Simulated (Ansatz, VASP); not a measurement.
## One calculation of ZrC, two programs

```
CELL_PARAMETERS angstrom
2.71295 0.00000 0.00000
0.00000 2.71295 0.00000
0.00000 0.00000 2.71295
ATOMIC_POSITIONS crystal
Zr 0.00000 0.00000 0.00000
C 0.50000 0.50000 0.50000
```

Change from the starting cell: volume scaled by 0.8, LAPW.

Alike in both runs: task single point; functional PBE; k mesh 14 × 14 × 14; occupations fermi-dirac, width 0.1 eV; no spin polarisation.

|  | VASP | Ansatz |
| --- | --- | --- |
| version | VASP 6.6.1 | Ansatz 0.2.0 |
| potentials or method | VASP PAW PBE potentials, release 64 (Zr_sv, C), cutoff 520 eV | all-electron LAPW, scalar-relativistic |

Ansatz gave:

* pressure (GPa): 66.7

Q: Which values does VASP return?

A: Pressure (GPa): 67.2.

Both programs put the cell under a high pressure, so it lies far from rest at this level. Ansatz ran all-electron here, and VASP with PAW potentials.

Noted on VASP's run: the cell as given lies far from equilibrium.
